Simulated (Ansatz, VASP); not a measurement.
## Two plane-wave programs on Ba

```
Ba
1.0
    -2.46621    2.46621    2.46621
     2.46621   -2.46621    2.46621
     2.46621    2.46621   -2.46621
Ba
1
Direct
  0.00000 0.00000 0.00000
```

Change from the starting cell: volume scaled by 0.96, PAW files.

Alike in both runs: task electric field gradients; functional PBE; k mesh 10 × 10 × 10; occupations fermi-dirac, width 0.05 eV; no spin polarisation.

|  | VASP | Ansatz |
| --- | --- | --- |
| version | VASP 6.6.1 | Ansatz 0.2.0 |
| potentials or method | VASP PAW PBE potentials, release 64 (Ba_sv) | PAW with Ansatz's default frozen-core files, scalar-relativistic |
| plane-wave cutoff (eV) | 520 | 420 |
| valence electrons in the cell | 10 | 10 |

```tsv
	VASP	Ansatz	Ansatz less VASP
pressure (GPa)	0.6	0.5	-0.07
```

Neither program's run includes spin-orbit coupling.
